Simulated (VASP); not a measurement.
# TiSi16 (a cell with a defect) in VASP: notebook, part 2 of 2

VASP 6.6.1.

## 3. Single point, LDA

Input file INCAR:

```
SYSTEM = TiSi16
ALGO = Normal ; EDIFF = 1E-6
ENCUT = 520 ; ISIF = 2
ISMEAR = -1 ; LASPH = .TRUE.
LCHARG = .FALSE. ; LREAL = Auto
LWAVE = .FALSE. ; NBANDS = 52
NELM = 100 ; PREC = Accurate
SIGMA = 0.02
```

Input file KPOINTS:

```
k-points
0
G
  2 2 2
  0 0 0
```

Input file POSCAR:

```
TiSi16
1.0
    0.0000000000      5.4300000000      5.4300000000
    5.4300000000      0.0000000000      5.4300000000
    5.4300000000      5.4300000000      0.0000000000
Si Ti
16 1
Direct
   -0.0105215470     -0.0102985267      0.0341252302
    0.1217698895      0.1219783610      0.1499752302
   -0.0064344383     -0.0063318600      0.5316081031
    0.1074452118      0.1076021179      0.6683452118
    0.0109886740      0.4958461326     -0.0045288214
    0.1299541436      0.6099828729      0.1368093923
    0.0033746777      0.4715356354      0.5145897790
    0.1437918048      0.6097253223      0.6211369245
    0.4956593923      0.0110325046     -0.0043126151
    0.6097311234      0.1300797422      0.1370121547
    0.4714057090      0.0033657459      0.5148202578
    0.6096176796      0.1437526703      0.6213486188
    0.5028731123      0.5029797422     -0.0188458564
    0.6415415285      0.6416116943      0.0750035912
    0.5100745856      0.5099922652      0.4486703499
    0.6154072744      0.6154350829      0.6071641805
    0.8545433702      0.8546511050      0.4259555249
```

Potentials or basis: VASP PAW LDA potentials, release 64 (Si, Ti_sv).

Started as:

```
$ cat potpaw_LDA.64/Si/POTCAR potpaw_LDA.64/Ti_sv/POTCAR > POTCAR
$ mpirun -np 1 vasp_std > vasp.out
```

OUTCAR:

```text
SYSTEM = TiSi16
   EDIFF = 1E-6
   ENCUT = 520
   ISIF = 2
   ISMEAR = -1
   LASPH = .TRUE.
   LREAL = Auto
   NELM = 100
   PREC = Accurate

 ion  position               nearest neighbor table
   1  0.989  0.990  0.034-   4 2.29   6 2.39  10 2.39   2 2.39  17 2.46
   2  0.122  0.122  0.150-   5 2.35   9 2.35   1 2.39   3 2.39  17 2.90
   3  0.994  0.994  0.532-   4 2.29   2 2.39  17 2.41  12 2.42   8 2.42
   4  0.107  0.108  0.668-   3 2.29   7 2.29  11 2.29   1 2.29
   5  0.011  0.496  0.995-  14 2.33   8 2.35   6 2.35   2 2.35
   6  0.130  0.610  0.137-  13 2.35   5 2.35   7 2.37   1 2.39  17 2.90
   7  0.003  0.472  0.515-   4 2.29   6 2.37  17 2.42   8 2.42  16 2.44
   8  0.144  0.610  0.621-  15 2.32   5 2.35   7 2.42   3 2.42  17 2.66
   9  0.496  0.011  0.996-  14 2.33  12 2.35  10 2.35   2 2.35
  10  0.610  0.130  0.137-  13 2.35   9 2.35  11 2.37   1 2.39  17 2.90
  11  0.471  0.003  0.515-   4 2.29  10 2.37  17 2.42  12 2.42  16 2.44
  12  0.610  0.144  0.621-  15 2.32   9 2.35  11 2.42   3 2.42  17 2.66
  13  0.503  0.503  0.981-  14 2.34   6 2.35  10 2.35  16 2.35
  14  0.642  0.642  0.075-   5 2.33   9 2.33  13 2.34  15 2.34
  15  0.510  0.510  0.449-  12 2.32   8 2.32  16 2.33  14 2.34
  16  0.615  0.615  0.607-  15 2.33  13 2.35  11 2.44   7 2.44  17 2.64
  17  0.855  0.855  0.426-   3 2.41  11 2.42   7 2.42   1 2.46  16 2.64   8 2.66  12 2.66   2 2.90
                            10 2.90   6 2.90

  LATTYP: Found a face centered cubic cell.
 ALAT       =    10.8600000000

  Lattice vectors:

 A1 = (   0.0000000000,   5.4300000000,   5.4300000000)
 A2 = (   5.4300000000,   0.0000000000,   5.4300000000)
 A3 = (   5.4300000000,   5.4300000000,   0.0000000000)

Analysis of symmetry for initial positions (statically):
=====================================================================
 Subroutine PRICEL returns:
 Original cell was already a primitive cell.

 Routine SETGRP: Setting up the symmetry group for a
 face centered cubic supercell.

[... 155 lines left out ...]
   LORBIT       =      0    0 simple, 1 ext, 2 COOP (PROOUT), +10 PAW based schemes
   GGA     = CA    functional components
   LHFCALC =     F    Hartree Fock is set to
   AEXX    =    0.0000 exact exchange contribution
   IVDW    =     0    specifies the selected vdW correction
   LEPSILON=     F    determine dielectric tensor
   LRPA    =     F    only Hartree local field effects (RPA)
 non-spin polarized calculation
  energy-cutoff  :      520.00
  volume of cell :      320.21
 maximum number of plane-waves:      8646
 NGX is ok and might be reduce to    60
   NGX = 29   NGY = 29   NGZ = 29

 number of electron      76.0000001 magnetization

 Free energy of the ion-electron system (eV)
  ---------------------------------------------------
  ext. energy  EPLUGINS =         0.00000000
  ---------------------------------------------------
  free energy    TOTEN  =      -101.66766557 eV

  energy without entropy =     -101.64439526  energy(sigma->0) =     -101.65603042

 E-fermi :   6.7941     XC(G=0):  -9.9376

 val. band max:        6.7940669637   @ k =   0.0000   0.5000   0.5000
 cond. band min:       6.7943713736   @ k =   0.5000   0.0000   0.5000
 fundamental gap:      0.0003044099
 Fermi energy:         6.7941031545

 k-point     1 :       0.0000    0.0000    0.0000
  band No.  band energies     occupation
      1     -49.2499      2.00000
      2     -26.0315      2.00000
      3     -26.0073      2.00000
      4     -25.9926      2.00000
      5      -5.7436      2.00000
      6      -3.5194      2.00000
[... 413 lines left out ...]
     49       9.7003      0.00000
     50      10.3541      0.00000
 [bands above 50 left out]

------------------------ aborting loop because EDIFF is reached ----------------------------------------

  FORCE on cell =-STRESS in cart. coord.  units (eV):
  Direction    XX          YY          ZZ          XY          YZ          ZX
  --------------------------------------------------------------------------------------
  -------------------------------------------------------------------------------------
  Total       -0.7697172     -0.7572666     -0.1676027     -0.8446262      0.8451623      0.8532173
  in kB       -3.8513440     -3.7890460     -0.8386141     -4.2261570      4.2288394      4.2691433
  external PRESSURE =      -2.8263347 kB  Pullay stress =       0.0000000 kB

 VOLUME and BASIS-vectors are now :
 -----------------------------------------------------------------------------
  energy-cutoff  :      520.00
  volume of cell :      320.21
      direct lattice vectors                 reciprocal lattice vectors
     0.000000000  5.430000000  5.430000000    -0.092081031  0.092081031  0.092081031
     5.430000000  0.000000000  5.430000000     0.092081031 -0.092081031  0.092081031
     5.430000000  5.430000000  0.000000000     0.092081031  0.092081031 -0.092081031

 POSITION                                       TOTAL-FORCE (eV/Angst)
 -----------------------------------------------------------------------------------
      5.55938      5.55817     10.74695        -0.100230     -0.100527      0.041095
      1.47671      1.47558      1.32355         0.003375      0.004026     -0.030409
      8.28225      8.28169     10.79068         0.043475      0.043634     -0.079819
      4.21339      4.21254      1.16771        -0.031767     -0.030773      0.028774
      8.09785      5.46508      2.75211         0.076890     -0.009950     -0.091132
      4.05508      1.44853      4.01786         0.029559      0.026464     -0.076308
[... 9 lines left out ...]
      6.63871      6.63856      6.68347         0.159649      0.159579     -0.011112
      6.95369      6.95311      9.28093        -0.838811     -0.840797      0.944335
 -----------------------------------------------------------------------------------
    total drift:                                0.006897      0.007923      0.007147

  FREE ENERGIE OF THE ION-ELECTRON SYSTEM (eV)
  ---------------------------------------------------
  free  energy   TOTEN  =      -101.6676655726 eV

  energy  without entropy=     -101.6443952604  energy(sigma->0) =     -101.65603042
```

OSZICAR:

```text
N       E                     dE             d eps       ncg     rms          rms(c)
DAV:   1     0.337717990090E+03    0.33772E+03   -0.30831E+04   840   0.126E+03
DAV:   2    -0.650529190694E+02   -0.40277E+03   -0.38366E+03   944   0.247E+02
DAV:   3    -0.102378536293E+03   -0.37326E+02   -0.36276E+02  1208   0.678E+01
DAV:   4    -0.105039480361E+03   -0.26609E+01   -0.26335E+01  1328   0.160E+01
DAV:   5    -0.105092492045E+03   -0.53012E-01   -0.52582E-01  1080   0.214E+00    0.187E+01
DAV:   6    -0.104107916991E+03    0.98458E+00   -0.16202E+01  1144   0.200E+01    0.149E+01
DAV:   7    -0.102573124901E+03    0.15348E+01   -0.21461E+01  1124   0.244E+01    0.953E+00
DAV:   8    -0.101780129910E+03    0.79299E+00   -0.16503E+00  1020   0.561E+00    0.298E+00
DAV:   9    -0.101669338371E+03    0.11079E+00   -0.46119E-01  1248   0.283E+00    0.600E-01
DAV:  10    -0.101668272672E+03    0.10657E-02   -0.21152E-02  1052   0.560E-01    0.441E-01
DAV:  11    -0.101667734794E+03    0.53788E-03   -0.54188E-03   976   0.313E-01    0.200E-01
DAV:  12    -0.101667683568E+03    0.51227E-04   -0.11391E-03   996   0.147E-01    0.810E-02
DAV:  13    -0.101667673910E+03    0.96576E-05   -0.91440E-05  1128   0.423E-02    0.452E-02
DAV:  14    -0.101667665197E+03    0.87133E-05   -0.45107E-05  1072   0.312E-02    0.931E-03
DAV:  15    -0.101667665573E+03   -0.37590E-06   -0.34586E-06   912   0.806E-03
   1 F= -.10166767E+03 E0= -.10165603E+03  d E =-.232703E-01
```

Run time: 6.1 min. Hardware: 1 thread of Intel Xeon Platinum 8259CL at 2.50GHz (Skylake/Cascade Lake), shared host; peak memory 0.39 GiB.

What came out:

```
Free energy            : -101.6677 eV
Pressure               : -0.3 GPa
Largest force          : 1.517 eV/Å
Band gap on the k mesh : zero (band 38 reaches 6.82 eV, above the bottom of band 39 at 6.48 eV)
```

Forces in eV/Å, atoms in the order of the input:
```
Si  -0.100 -0.101  0.041
Si   0.003  0.004 -0.030
Si   0.043  0.044 -0.080
Si  -0.032 -0.031  0.029
Si   0.077 -0.010 -0.091
Si   0.030  0.026 -0.076
Si   0.108  0.054 -0.023
Si   0.104 -0.031 -0.080
Si  -0.011  0.076 -0.091
Si   0.025  0.029 -0.076
Si   0.054  0.108 -0.023
Si  -0.032  0.103 -0.079
Si   0.129  0.129 -0.087
Si   0.119  0.119 -0.183
Si   0.162  0.161 -0.083
Si   0.160  0.160 -0.011
Ti  -0.839 -0.841  0.944
```

Stress tensor (GPa, compression positive):
```
-0.39 -0.42  0.43
-0.42 -0.38  0.42
 0.43  0.42 -0.08
```

Caveat: the k points lie up to 0.50 Å⁻¹ apart.

## 4. Single point, LDA

Input file INCAR:

```
PREC = Accurate ; ENCUT = 520
EDIFF = 1E-7 ; ISMEAR = -1
SIGMA = 0.02 ; LREAL = Auto
LASPH = T ; NELM = 60
ALGO = Normal ; ISIF = 2
LWAVE = F ; LCHARG = F
GGA = CA ; NBANDS = 52
```

Input file KPOINTS:

```
regular mesh
0
Gamma
  2 2 2
```

Input file POSCAR:

```
TiSi16
1.0
    0.0000000000      5.4300000000      5.4300000000
    5.4300000000      0.0000000000      5.4300000000
    5.4300000000      5.4300000000      0.0000000000
Si Ti
16 1
Direct
    0.0033292818      0.0049469613     -0.0193554328
    0.1245788214      0.1253069982      0.1153950276
   -0.0114264273     -0.0114161142      0.4937418969
    0.1091631676      0.1096025783      0.6174034991
    0.0065797422      0.4987095764      0.0014670350
    0.1433570902      0.6170837937      0.1203766114
   -0.0007637201      0.4739079190      0.5076744015
    0.1229729282      0.6084640884      0.6282362799
    0.4981141805      0.0070325967      0.0013646409
    0.6165255064      0.1436943831      0.1201656538
    0.4734683241     -0.0005432781      0.5065559853
    0.6079767956      0.1233710866      0.6279552486
    0.5118508287      0.5120152855      0.0135920810
    0.6359193370      0.6363290976      0.1374112339
    0.4967491713      0.4972011050      0.5078425414
    0.6144508287      0.6146517495      0.6461727440
    0.8573613260      0.8577946593      0.3637171271
```

Started as:

```
$ cat potpaw_LDA.64/Si/POTCAR potpaw_LDA.64/Ti_sv/POTCAR > POTCAR
$ mpirun -np 1 vasp_std > vasp.out
```

Run time: 3.4 min. Hardware: 1 thread of AMD EPYC 9R45 (Zen 5), shared host; peak memory 0.35 GiB.

Results (log left out):

```yaml
Free_energy: -101.7877 eV
Pressure: -0.1 GPa
Largest_force: 1.372 eV/Å
Band_gap_on_the_k_mesh: zero (band 38 reaches 6.80 eV, above the bottom of band 39 at 6.49 eV)
```

Forces on the atoms (eV/Å):
```
Si  -0.081 -0.075 -0.160
Si  -0.049 -0.049 -0.046
Si   0.079  0.075  0.074
Si   0.027  0.027  0.060
Si  -0.021 -0.079 -0.086
Si   0.033 -0.089 -0.095
Si  -0.061 -0.138 -0.044
Si  -0.040 -0.041 -0.039
Si  -0.081 -0.025 -0.088
Si  -0.087  0.024 -0.095
Si  -0.132 -0.053 -0.039
Si  -0.051 -0.043 -0.040
Si  -0.083 -0.085 -0.103
Si  -0.098 -0.100 -0.110
Si  -0.065 -0.065 -0.028
Si  -0.077 -0.077  0.043
Ti   0.787  0.793  0.796
```

Stress tensor (GPa, compression positive):
```
 0.06 -0.24 -0.26
-0.24  0.02 -0.24
-0.26 -0.24 -0.24
```

Levels at points of the mesh, in eV from the Fermi level:
```tsv
k point	band 35	band 36	band 37	band 38	band 39	band 40
(0.00, 0.00, 0.00)	-1.00	-0.90	-0.49	-0.30	-0.29	-0.05
(0.50, 0.00, 0.00)	-1.31	-1.26	-0.21	0.00	0.28	0.31
(0.00, 0.50, 0.00)	-1.31	-1.26	-0.21	0.01	0.29	0.31
(0.00, 0.00, 0.50)	-1.30	-1.24	-0.20	0.02	0.28	0.29
(0.50, 0.50, 0.50)	-1.28	-1.27	-0.32	-0.11	-0.10	0.59
(0.50, 0.50, 0.00)	-1.89	-1.74	-0.57	-0.01	0.48	0.71
(0.00, 0.50, 0.50)	-1.88	-1.76	-0.57	0.02	0.49	0.74
(0.50, 0.00, 0.50)	-1.89	-1.75	-0.57	0.01	0.49	0.73
```

Caveat: the k points lie up to 0.50 Å⁻¹ apart.

## 5. Single point, LDA

Input file INCAR:

```
SYSTEM = TiSi16
PREC     = Accurate       ! precision mode
ENCUT    = 520            ! plane-wave cutoff, eV
EDIFF    = 1E-6           ! SCF threshold, eV
ISMEAR   = -1             ! smearing method
SIGMA    = 0.02           ! smearing width, eV
LREAL    = Auto         
LASPH    = .TRUE.         ! aspherical terms in the spheres
NELM     = 60             ! most SCF steps
ALGO     = Normal         ! electronic algorithm
ISIF     = 2              ! what is computed and relaxed
LWAVE    = .FALSE.        ! write WAVECAR
LCHARG   = .TRUE.         ! write CHGCAR
LELF     = .TRUE.         ! ELF
LVHAR    = .TRUE.       
NBANDS   = 52             ! bands
```

Input file KPOINTS:

```
regular mesh
0
G
  2 2 2
  0 0 0
```

Input file POSCAR:

```
TiSi16
1.0
    0.0000000000      5.4300000000      5.4300000000
    5.4300000000      0.0000000000      5.4300000000
    5.4300000000      5.4300000000      0.0000000000
Si Ti
16 1
Direct
   -0.0086110497     -0.0087651934      0.0199186004
    0.1240234807      0.1247779926      0.1364713628
    0.0021660221      0.0039271639      0.5132872007
    0.1138827808      0.1135221915      0.6575371087
    0.0021665746      0.4979023020     -0.0059665746
    0.1226470534      0.6093098527      0.1352415285
   -0.0022568140      0.4777986188      0.5134297422
    0.1371992634      0.6194703499      0.6194589319
    0.4974177716      0.0024052486     -0.0052002762
    0.6093056169      0.1226676796      0.1359706262
    0.4780997238     -0.0023260589      0.5148411602
    0.6187868324      0.1380096685      0.6203542357
    0.4966963168      0.4966686924     -0.0058285451
    0.6316789134      0.6318794659      0.0947492634
    0.5076884899      0.5080997238      0.4663918048
    0.6158111418      0.6153236648      0.6202297422
    0.8641395028      0.8642238490      0.4020558932
```

Started as:

```
$ cat potpaw_LDA.64/Si/POTCAR potpaw_LDA.64/Ti_sv/POTCAR > POTCAR
$ mpirun -np 1 vasp_std > vasp.out
```

It took 3.3 min on 1 thread of AMD EPYC 9R45 (Zen 5), shared host; peak memory 0.35 GiB.

Results (log left out):

```yaml
Free_energy: -101.9232 eV
Pressure: -0.1 GPa
Largest_force: 0.505 eV/Å
Band_gap_on_the_k_mesh: zero (band 38 reaches 6.80 eV, above the bottom of band 39 at 6.51 eV)
```

Forces in eV/Å, atoms in the order of the input:
```
Si  -0.110 -0.103  0.138
Si  -0.016 -0.017 -0.010
Si  -0.009 -0.013 -0.096
Si  -0.102 -0.099  0.080
Si   0.058  0.017 -0.056
Si   0.012 -0.010  0.006
Si   0.108  0.010  0.007
Si   0.034  0.008 -0.055
Si   0.018  0.053 -0.053
Si  -0.013  0.008  0.011
Si   0.012  0.113  0.009
Si  -0.002  0.033 -0.057
Si   0.063  0.060 -0.034
Si   0.087  0.085 -0.092
Si   0.096  0.091 -0.102
Si   0.056  0.053  0.010
Ti  -0.292 -0.288  0.294
```

Stress tensor (GPa, compression positive):
```
-0.08 -0.08 -0.02
-0.08 -0.04 -0.01
-0.02 -0.01 -0.09
```

Levels at points of the mesh, in eV from the Fermi level:
| k point | band 33 | band 34 | band 35 | band 36 | band 37 | band 38 | band 39 | band 40 | band 41 | band 42 |
| --- | --- | --- | --- | --- | --- | --- | --- | --- | --- | --- |
| (0.00, 0.00, 0.00) | -1.54 | -0.95 | -0.94 | -0.94 | -0.46 | -0.33 | -0.27 | -0.06 | -0.01 | 0.23 |
| (0.50, 0.00, 0.00) | -1.88 | -1.85 | -1.29 | -1.25 | -0.22 | -0.01 | 0.26 | 0.38 | 0.54 | 0.80 |
| (0.00, 0.50, 0.00) | -1.88 | -1.85 | -1.29 | -1.24 | -0.22 | 0.00 | 0.25 | 0.39 | 0.53 | 0.79 |
| (0.00, 0.00, 0.50) | -1.91 | -1.90 | -1.26 | -1.26 | -0.34 | -0.10 | -0.02 | 0.55 | 0.55 | 0.93 |
| (0.50, 0.50, 0.50) | -1.88 | -1.85 | -1.30 | -1.24 | -0.19 | 0.03 | 0.23 | 0.40 | 0.52 | 0.75 |
| (0.50, 0.50, 0.00) | -2.33 | -1.92 | -1.89 | -1.74 | -0.61 | 0.00 | 0.56 | 0.66 | 1.11 | 1.36 |
| (0.00, 0.50, 0.50) | -2.33 | -1.91 | -1.88 | -1.76 | -0.63 | 0.00 | 0.54 | 0.70 | 1.10 | 1.36 |
| (0.50, 0.00, 0.50) | -2.34 | -1.90 | -1.87 | -1.76 | -0.64 | 0.01 | 0.54 | 0.71 | 1.10 | 1.35 |

Caveat: the k points lie up to 0.50 Å⁻¹ apart.
